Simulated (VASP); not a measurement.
# Li3Si (P6_3/mcm) in VASP: further runs

Li3Si is run at these levels: PBE; tasks: single point, relaxation of cell and atoms.

Everything below comes from runs of VASP 6.6.1. Logs are shortened: lines on timing, memory, paths and dates and some standing lists are left out, and cuts for length are marked.

## Step 1: The cell of the first run

The structure is hexagonal, space group P6_3/mcm (No. 193). Conventional cell: a = 5.164 Å, b = 5.164 Å, c = 4.665 Å, α = 90.00°, β = 90.00°, γ = 120.00°. Li (site symmetry m2m) has 2 Si at 1.99 Å within 2.6 Å. Within 2.6 Å of Si (site symmetry -3m) lie 6 Li at 1.99 Å and 2 Si at 2.33 Å.

## Step 2: Single point, PBE

The input, INCAR:

```
PREC = Accurate
ENCUT = 520
EDIFF = 1E-6
ISMEAR = 0
SIGMA = 0.1
LREAL = F
LASPH = T
NELM = 80
ALGO = Normal
ISIF = 2
LWAVE = F
LCHARG = T
GGA = PE
LELF = T
LVHAR = T
NBANDS = 23
```

The input, KPOINTS:

```
regular mesh
0
Gamma
  6 6 4
```

The input, POSCAR:

```
Li3Si
1.0
    5.1642239309      0.0000000000      0.0000000000
   -2.5821119655      4.4723491150      0.0000000000
    0.0000000000      0.0000000000      4.6653459722
Li Si
6 2
Direct
    0.3115000000      0.3115000000      0.2500000000
    0.0000000000      0.3115000000      0.7500000000
    0.6885000000      0.0000000000      0.2500000000
    0.6885000000      0.6885000000      0.7500000000
    0.0000000000      0.6885000000      0.2500000000
    0.3115000000      0.0000000000      0.7500000000
    0.0000000000      0.0000000000      0.0000000000
    0.0000000000      0.0000000000      0.5000000000
```

Potentials or basis: VASP PAW PBE potentials, release 64 (Li_sv, Si).

Run with:

```sh
cat potpaw_PBE.64/Li_sv/POTCAR potpaw_PBE.64/Si/POTCAR > POTCAR
mpirun -np 1 vasp_std > vasp.out
```

OUTCAR:

```text
PREC = Accurate
   ENCUT = 520
   EDIFF = 1E-6
   ISMEAR = 0
   LREAL = F
   LASPH = T
   NELM = 80
   ISIF = 2
   GGA = PE

 ion  position               nearest neighbor table
   1  0.312  0.312  0.250-   7 1.99   8 1.99
   2  0.000  0.312  0.750-   7 1.99   8 1.99
   3  0.688  0.000  0.250-   7 1.99   8 1.99
   4  0.688  0.688  0.750-   7 1.99   8 1.99
   5  0.000  0.688  0.250-   7 1.99   8 1.99
   6  0.312  0.000  0.750-   7 1.99   8 1.99
   7  0.000  0.000  0.000-   1 1.99   4 1.99   3 1.99   6 1.99   5 1.99   2 1.99   8 2.33   8 2.33

   8  0.000  0.000  0.500-   1 1.99   4 1.99   3 1.99   6 1.99   5 1.99   2 1.99   7 2.33   7 2.33

  LATTYP: Found a hexagonal cell.
 ALAT       =     5.1642239309
 C/A-ratio  =     0.9033973032

  Lattice vectors:

 A1 = (   5.1642239309,   0.0000000000,   0.0000000000)
 A2 = (  -2.5821119655,   4.4723491150,   0.0000000000)
 A3 = (   0.0000000000,   0.0000000000,   4.6653459722)

Analysis of symmetry for initial positions (statically):
=====================================================================
 Subroutine PRICEL returns:
 Original cell was already a primitive cell.

 Routine SETGRP: Setting up the symmetry group for a
 hexagonal supercell.

 Subroutine GETGRP returns: Found 24 space group operations
 (whereof 12 operations were pure point group operations)
 out of a pool of 24 trial point group operations.

The static configuration has the point symmetry D_3d.
 The point group associated with its full space group is D_6h.

Analysis of symmetry for dynamics (positions and initial velocities):
=====================================================================
 Subroutine PRICEL returns:
 Original cell was already a primitive cell.

 Routine SETGRP: Setting up the symmetry group for a
 hexagonal supercell.

 Subroutine GETGRP returns: Found 24 space group operations
 (whereof 12 operations were pure point group operations)
 out of a pool of 24 trial point group operations.

The dynamic configuration has the point symmetry D_3d.
 The point group associated with its full space group is D_6h.

 Subroutine INISYM returns: Found 24 space group operations
 (whereof 12 operations are pure point group operations),
 and found     1 'primitive' translations

----------------------------------------------------------------------------------------

                                     Primitive cell

  volume of cell :     107.7518

  direct lattice vectors                    reciprocal lattice vectors
     5.164223931  0.000000000  0.000000000     0.193639938  0.111798070  0.000000000
    -2.582111966  4.472349115  0.000000000     0.000000000  0.223596140  0.000000000
     0.000000000  0.000000000  4.665345972     0.000000000  0.000000000  0.214346376

  length of vectors
     5.164223931  5.164223931  4.665345972     0.223596140  0.223596140  0.214346376

  position of ions in fractional coordinates (direct lattice)
     0.311500000  0.311500000  0.250000000
     0.000000000  0.311500000  0.750000000
     0.688500000  0.000000000  0.250000000
     0.688500000  0.688500000  0.750000000
     0.000000000  0.688500000  0.250000000
     0.311500000  0.000000000  0.750000000
     0.000000000  0.000000000  0.000000000
     0.000000000  0.000000000  0.500000000

  ion indices of the primitive-cell ions
   primitive index   ion index
                 1           1
                 2           2
                 3           3
                 4           4
                 5           5
                 6           6
                 7           7
                 8           8

----------------------------------------------------------------------------------------

 KPOINTS: regular mesh

Automatic generation of k-mesh.
 Grid dimensions read from file:
 generate k-points for:    6    6    4

 Generating k-lattice:

  Cartesian coordinates                     Fractional coordinates (reciprocal lattice)
     0.032273323  0.018633012  0.000000000     0.166666667  0.000000000  0.000000000
     0.000000000  0.037266023  0.000000000     0.000000000  0.166666667  0.000000000
     0.000000000  0.000000000  0.053586594     0.000000000  0.000000000  0.250000000

  Length of vectors
     0.037266023  0.037266023  0.053586594

  Shift w.r.t. Gamma in fractional coordinates (k-lattice)
     0.000000000  0.000000000  0.000000000

 Subroutine IBZKPT returns following result:
 ===========================================

 Found     21 irreducible k-points:

 Following reciprocal coordinates:
            Coordinates               Weight
  0.000000  0.000000  0.000000      1.000000
  0.166667  0.000000  0.000000      6.000000
  0.333333  0.000000  0.000000      6.000000
  0.500000  0.000000  0.000000      3.000000
  0.166667  0.166667  0.000000      6.000000
  0.333333  0.166667  0.000000     12.000000
[... 13 lines left out ...]
  0.333333  0.166667  0.500000     12.000000
  0.333333  0.333333  0.500000      2.000000
   k-points           NKPTS =     21   k-points in BZ     NKDIM =     21   number of bands    NBANDS=     23
   number of dos      NEDOS =    301   number of ions     NIONS =      8
   total plane-waves  NPLWV =  57600
   dimension x,y,z NGX =    40 NGY =   40 NGZ =   36
   dimension x,y,z NGXF=    80 NGYF=   80 NGZF=   72
   ions per type =               6   2
   NGX,Y,Z   is equivalent  to a cutoff of  12.88, 12.88, 12.83 a.u.
   NGXF,Y,Z  is equivalent  to a cutoff of  25.75, 25.75, 25.66 a.u.
 SYSTEM =  unknown system
   PREC   = accura    normal or accurate (medium, high low for compatibility)
   ISTART =      0    job   : 0-new  1-cont  2-samecut
   ICHARG =      2    charge: 1-file 2-atom 10-const
   ISPIN  =      1    spin polarized calculation?
   LNONCOLLINEAR =      F non collinear calculations
   LSORBIT =      F    spin-orbit coupling
   LASPH  =      T    aspherical Exc in radial PAW
   ENCUT  =  520.0 eV  38.22 Ry    6.18 a.u.   9.60  9.60  8.67*2*pi/ulx,y,z
   NELM   =     80;   NELMIN=  2; NELMDL= -5     # of ELM steps
   EDIFF  = 0.1E-05   stopping-criterion for ELM
   LREAL  =      F    real-space projection
   EDIFFG = 0.1E-04   stopping-criterion for IOM
   NSW    =      0    number of steps for IOM
   IBRION =     -1    ionic relax: 0-MD 1-quasi-New 2-CG
   NFREE  =      0    steps in history (QN), initial steepest desc. (CG)
   ISIF   =      2    stress and relaxation
   ISYM   =      2    0-nonsym 1-usesym 2-fastsym
   POTIM  = 0.5000    time-step for ionic-motion
   TEBEG  =    0.0;   TEEND  =   0.0 temperature during run
   PSTRESS=    0.0 pullay stress
   NELECT =      26.0000    total number of electrons
   NUPDOWN=      -1.0000    fix difference up-down
   EMIN   =  10.00;   EMAX   =-10.00  energy-range for DOS
   EFERMI =   0.00;   METHOD = LEGACY
   ISMEAR =     0;   SIGMA  =   0.10  broadening in eV -4-tet -1-fermi 0-gaus
   EFERMI_NEDOS =   21; number of points for ismear=-14 and -15
   IALGO  =     38    algorithm
   IMIX   =      4    mixing-type and parameters
     AMIX     =   0.40;   BMIX     =  1.00
     AMIX_MAG =   1.60;   BMIX_MAG =  1.00
  volume/ion in A,a.u.               =      13.47        90.89
  Fermi-wavevector in a.u.,A,eV,Ry     =   1.019196  1.926001 14.133196  1.038761
  Thomas-Fermi vector in A             =   2.152696
   LORBIT       =      0    0 simple, 1 ext, 2 COOP (PROOUT), +10 PAW based schemes
   GGA     = PE    functional components
   LHFCALC =     F    Hartree Fock is set to
   AEXX    =    0.0000 exact exchange contribution
   IVDW    =     0    specifies the selected vdW correction
   LEPSILON=     F    determine dielectric tensor
   LRPA    =     F    only Hartree local field effects (RPA)
 non-spin polarized calculation
 Gauss-broadening in eV      SIGMA  =   0.10
  energy-cutoff  :      520.00
  volume of cell :      107.75
 maximum number of plane-waves:      2934
 NGX is ok and might be reduce to    40
   NGX = 19   NGY = 19   NGZ = 17

 number of electron      25.9999941 magnetization

 Free energy of the ion-electron system (eV)
  ---------------------------------------------------
  ext. energy  EPLUGINS =         0.00000000
  ---------------------------------------------------
  free energy    TOTEN  =       -15.11823151 eV

  energy without entropy =      -15.11121290  energy(sigma->0) =      -15.11472221

 E-fermi :   3.8187     XC(G=0):  -8.6220

 val. band max:        3.7926093815   @ k =   0.1667   0.1667   0.2500
 cond. band min:       3.9187211950   @ k =   0.3333   0.1667   0.0000
 fundamental gap:      0.1261118135
 Fermi energy:         3.8187353232

 k-point     1 :       0.0000    0.0000    0.0000
  band No.  band energies     occupation
      1     -42.3255      2.00000
      2     -42.2771      2.00000
      3     -42.2764      2.00000
      4     -42.2763      2.00000
      5     -42.2654      2.00000
      6     -42.2653      2.00000
[... 15 lines left out ...]
     22      10.6885      0.00000
     23      10.6886      0.00000

 k-point     2 :       0.1667    0.0000    0.0000
  band No.  band energies     occupation
      1     -42.3231      2.00000
      2     -42.2791      2.00000
      3     -42.2778      2.00000
      4     -42.2764      2.00000
      5     -42.2650      2.00000
      6     -42.2649      2.00000
[... 15 lines left out ...]
     22      10.6858      0.00000
     23      10.7262      0.00000

 k-point     3 :       0.3333    0.0000    0.0000
  band No.  band energies     occupation
      1     -42.3174      2.00000
      2     -42.2851      2.00000
      3     -42.2800      2.00000
      4     -42.2748      2.00000
      5     -42.2647      2.00000
      6     -42.2644      2.00000
[... 15 lines left out ...]
     22      10.8626      0.00000
     23      11.1479      0.00000
[... 417 lines left out ...]
 k-point    20 :       0.3333    0.1667    0.5000
  band No.  band energies     occupation
      1     -42.2939      2.00000
      2     -42.2939      2.00000
      3     -42.2758      2.00000
      4     -42.2758      2.00000
      5     -42.2734      2.00000
      6     -42.2734      2.00000
[... 15 lines left out ...]
     22      10.8260      0.00000
     23      11.9685      0.00000

 k-point    21 :       0.3333    0.3333    0.5000
  band No.  band energies     occupation
      1     -42.2927      2.00000
      2     -42.2927      2.00000
      3     -42.2752      2.00000
      4     -42.2752      2.00000
      5     -42.2752      2.00000
      6     -42.2752      2.00000
[... 15 lines left out ...]
     22      11.1784      0.00000
     23      11.1784      0.00000

------------------------ aborting loop because EDIFF is reached ----------------------------------------

  FORCE on cell =-STRESS in cart. coord.  units (eV):
  Direction    XX          YY          ZZ          XY          YZ          ZX
  --------------------------------------------------------------------------------------
  -------------------------------------------------------------------------------------
  Total       20.9721903     20.9721903     27.9375356     -0.0000000     -0.0000000      0.0000000
  in kB      311.8385141    311.8385141    415.4072355     -0.0000000     -0.0000000      0.0000000
  external PRESSURE =     346.3614212 kB  Pullay stress =       0.0000000 kB

 VOLUME and BASIS-vectors are now :
 -----------------------------------------------------------------------------
  energy-cutoff  :      520.00
  volume of cell :      107.75
      direct lattice vectors                 reciprocal lattice vectors
     5.164223931  0.000000000  0.000000000     0.193639938  0.111798070  0.000000000
    -2.582111966  4.472349115  0.000000000     0.000000000  0.223596140  0.000000000
     0.000000000  0.000000000  4.665345972     0.000000000  0.000000000  0.214346376

 POSITION                                       TOTAL-FORCE (eV/Angst)
 -----------------------------------------------------------------------------------
      0.80433      1.39314      1.16634         2.453204      4.249074     -0.000000
     -0.80433      1.39314      3.49901        -2.453204      4.249074      0.000000
      3.55557      0.00000      1.16634        -4.906408     -0.000000     -0.000000
      1.77778      3.07921      3.49901        -2.453204     -4.249074     -0.000000
     -1.77778      3.07921      1.16634         2.453204     -4.249074      0.000000
      1.60866      0.00000      3.49901         4.906408      0.000000     -0.000000
      0.00000      0.00000      0.00000         0.000000     -0.000000      0.000000
      0.00000      0.00000      2.33267         0.000000     -0.000000      0.000000
 -----------------------------------------------------------------------------------
    total drift:                                0.000000      0.000000      0.000000

  FREE ENERGIE OF THE ION-ELECTRON SYSTEM (eV)
  ---------------------------------------------------
  free  energy   TOTEN  =       -15.1182315108 eV

  energy  without entropy=      -15.1112128994  energy(sigma->0) =      -15.11472221
```

Wall time 68 s (1 thread of Oxide Virtual Turin-like, shared host); peak memory 0.19 GiB.

What came out:

| Property | Result |
| --- | --- |
| Free energy | -15.1182 eV |
| Largest force | 4.906 eV/Å |
| Band gap on the k mesh | zero (bands 13 and 14 overlap by 2.43 eV) |

Forces in eV/Å, atoms in the order of the input:
```
Li   2.453  4.249  0.000
Li  -2.453  4.249  0.000
Li  -4.906  0.000  0.000
Li  -2.453 -4.249  0.000
Li   2.453 -4.249  0.000
Li   4.906  0.000  0.000
Si   0.000  0.000  0.000
Si   0.000  0.000  0.000
```

Caveat: the cutoff is under 1.25 times the usual one of these potentials, so pressure, stress and relaxed cells hold a basis-set (Pulay) error; forces of over 1 eV/Å act on the atoms, so gaps and moduli don't describe the material at rest.

## Step 3: Single point, PBE

This run uses another cell than the first one, of 14.78 Å³/atom.

The input, INCAR:

```
  ALGO = Normal
  EDIFF = 1E-6
  ENCUT = 520
  GGA = PE
  ISIF = 2
  ISMEAR = 0
  LASPH = True
  LCHARG = False
  LREAL = False
  LWAVE = False
  NBANDS = 23
  NELM = 60
  PREC = Accurate
  SIGMA = 0.1
```

The input, KPOINTS:

```
k-points
0
Gamma
  6 6 4
```

The input, POSCAR:

```
Li3Si
1.0
    5.0893477186      0.0000000000      0.0000000000
   -2.5446738593      4.4075044130      0.0000000000
    0.0000000000      0.0000000000      5.2695553982
Li Si
6 2
Direct
    0.4733799114      0.4733799114      0.2500000000
    0.0000000000      0.4733799114      0.7500000000
    0.5266200886      0.0000000000      0.2500000000
    0.5266200886      0.5266200886      0.7500000000
    0.0000000000      0.5266200886      0.2500000000
    0.4733799114      0.0000000000      0.7500000000
    0.0000000000      0.0000000000      0.0000000000
    0.0000000000      0.0000000000      0.5000000000
```

Potentials or basis: VASP PAW PBE potentials, release 64 (Li_sv, Si).

Run with:

```sh
cat potpaw_PBE.64/Li_sv/POTCAR potpaw_PBE.64/Si/POTCAR > POTCAR
mpirun -np 1 vasp_std > vasp.out
```

Wall time 53 s (1 thread of Oxide Virtual Turin-like, shared host); peak memory 0.21 GiB.

The run converged. Its results:

```yaml
Free_energy: -22.8715 eV
Band_gap_on_the_k_mesh: zero (bands 13 and 14 overlap by 2.15 eV)
```

Forces in eV/Å, atoms in the order of the input:
```
Li  -0.001 -0.002  0.000
Li   0.001 -0.002  0.000
Li   0.002  0.000  0.000
Li   0.001  0.002  0.000
Li  -0.001  0.002  0.000
Li  -0.002  0.000  0.000
Si   0.000  0.000  0.000
Si   0.000  0.000  0.000
```

Levels at points of the mesh, in eV from the Fermi level:
```tsv
k point	band 11	band 12	band 13	band 14	band 15	band 16
(0.00, 0.00, 0.00)	-2.66	-0.47	-0.12	1.77	1.77	2.45
(0.50, 0.00, 0.00)	-2.69	-1.26	-1.06	0.93	2.35	2.62
(0.00, 0.00, 0.50)	-1.41	-1.41	-0.06	-0.06	1.15	1.15
(0.50, 0.00, 0.50)	-1.57	-1.57	0.00	0.00	2.11	2.11
```

Caveat: the cutoff is under 1.25 times the usual one of these potentials, so pressure, stress and relaxed cells hold a basis-set (Pulay) error.

[end of part 1 of 2]

The gap in the log of VASP goes by the Fermi energy; the results here count the filled bands.